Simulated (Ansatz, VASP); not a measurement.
# One calculation of Mg2Si, two programs

File POSCAR:

```
Mg2Si
1.0
    0.0000000000      3.1689631868      3.1689631868
    3.1689631868      0.0000000000      3.1689631868
    3.1689631868      3.1689631868      0.0000000000
Si Mg
1 2
Direct
    0.0000000000      0.0000000000      0.0000000000
    0.2500000000      0.2500000000      0.2500000000
    0.7500000000      0.7500000000      0.7500000000
```

Contents of INCAR.step1:

```
PREC = Accurate ; ENCUT = 520
EDIFF = 1E-5 ; ISMEAR = 0
SIGMA = 0.01 ; LREAL = F
LASPH = T ; NELM = 120
ALGO = Normal ; ISIF = 2
LWAVE = T ; GGA = PE
NBANDS = 11 ; GGA_COMPAT = F
```

INCAR.step2

```
PREC = Accurate ; ENCUT = 520
EDIFF = 1E-6 ; ISMEAR = 0
SIGMA = 0.01 ; LREAL = F
LASPH = T ; NELM = 120
ALGO = Normal ; ISIF = 2
LWAVE = F ; LCHARG = T
GGA = PE ; LHFCALC = T
HFSCREEN = 0.2079 ; PRECFOCK = Normal
LELF = T ; LVHAR = T
ISTART = 1 ; NBANDS = 11
GGA_COMPAT = F
```

The input KPOINTS:

```
regular mesh
0
Gamma
  6 6 6
```

Input for Ansatz:

```yaml
crystal:
  lattice:
    - [0.0, 3.1689631868, 3.1689631868]
    - [3.1689631868, 0.0, 3.1689631868]
    - [3.1689631868, 3.1689631868, 0.0]
  atoms:
    - { symbol: Si, position: [0.0, 0.0, 0.0] }
    - { symbol: Mg, position: [0.25, 0.25, 0.25] }
    - { symbol: Mg, position: [0.75, 0.75, 0.75] }
kpoints:
  mp_grid: { grid: [6, 6, 6] }
  band_path:
    path:
      - [0.0, 0.0, 0.0]
      - [0.5, 0.0, 0.5]
      - [0.625, 0.25, 0.625]
      - [0.375, 0.375, 0.75]
      - [0.5, 0.5, 0.5]
      - [0.5, 0.25, 0.75]
      - [0.0, 0.5, 0.5]
    npoints: 1
hamiltonian:
  xc: hse06
scf:
  occupations: { method: fixed }
  n_extra_bands: 4
output:
  forces: true
  stress: true
  eigenvalues: true
```

Alike in both runs: task single point; functional HSE06; k mesh 6 × 6 × 6; no spin polarisation.

|  | VASP | Ansatz |
| --- | --- | --- |
| version | VASP 6.6.1 | Ansatz 0.2.0 |
| potentials or method | VASP PAW PBE potentials, release 64 (Si, Mg) | plane waves, PAW |
| plane-wave cutoff (eV) | 520 | 420 |
| occupations | gaussian, width 0.01 eV | fixed |
| valence electrons in the cell | 8 | 24 |

```csv
,VASP,Ansatz,Ansatz less VASP
gap on the k mesh at the Fermi level (eV),0.56,0.56,-0.002
pressure (GPa),-0.2,0.0,+0.23
```

VASP's potentials hold 8 valence electrons a cell and Ansatz's 24, so a difference there can come from the potentials and not from the codes. Ansatz's warnings: stress exchange threshold loose, stress scf threshold loose.
